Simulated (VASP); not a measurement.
A run of VASP 6.6.1:

POSCAR

```
ZrCu
1.0
    3.2526640000      0.0000000000      0.0000000000
    0.0000000000      3.2526640000      0.0000000000
    0.0000000000      0.0000000000      3.2526640000
Zr Cu
1 1
Direct
    0.5000000000      0.5000000000      0.5000000000
    0.0000000000      0.0000000000      0.0000000000
```

Contents of INCAR.step1:

```
SYSTEM = ZrCu
PREC     = Accurate       ! precision mode
ENCUT    = 600            ! plane-wave cutoff, eV
ISMEAR   = 1              ! smearing method
SIGMA    = 0.05           ! smearing width, eV
LREAL    = .False.        ! projectors in reciprocal space
LASPH    = .True.         ! aspherical terms in the spheres
NELM     = 100            ! most SCF steps
GGA      = PE             ! functional
ALGO     = Normal         ! electronic algorithm
EDIFF    = 1E-4           ! SCF threshold, eV
LWAVE    = .True.         ! write WAVECAR
LCHARG   = .False.        ! write CHGCAR
```

Contents of INCAR.step2:

```
SYSTEM = ZrCu
PREC     = Accurate       ! precision mode
ENCUT    = 600            ! plane-wave cutoff, eV
EDIFF    = 1E-7           ! SCF threshold, eV
ISMEAR   = 1              ! smearing method
SIGMA    = 0.05           ! smearing width, eV
LREAL    = .False.        ! projectors in reciprocal space
LASPH    = .True.         ! aspherical terms in the spheres
NELM     = 100            ! most SCF steps
ALGO     = Normal         ! electronic algorithm
ISIF     = 3              ! what is computed and relaxed
LWAVE    = .False.        ! write WAVECAR
LCHARG   = .False.        ! write CHGCAR
METAGGA  = R2SCAN         ! meta-GGA
LMIXTAU  = .True.       
IBRION   = 2              ! ionic algorithm
NSW      = 50             ! ionic steps
EDIFFG   = -0.005         ! ionic threshold
PSTRESS  = 50.0         
ISTART   = 1
```

KPOINTS

```
Automatic mesh
0
Gamma
  7 7 7
  0 0 0
```

Potentials or basis: VASP PAW PBE potentials, release 64 (Zr_sv, Cu).

Command:

```bash
$ cat potpaw_PBE.64/Zr_sv/POTCAR potpaw_PBE.64/Cu/POTCAR > POTCAR
$ cp INCAR.step1 INCAR
$ mpirun -np 1 vasp_std > vasp.out
$ cp INCAR.step2 INCAR
$ mpirun -np 1 vasp_std > vasp.out
```

Hardware: 1 thread of Intel(R) Xeon(R) 6975P-C (Granite Rapids), with other jobs on the host.

**Question.** How long does it take, and how much memory?

**Answer.** It took 85 s on 1 thread of Intel(R) Xeon(R) 6975P-C (Granite Rapids) (shared host), peak memory 0.17 GiB. Counts: k points 20, ion steps 3.
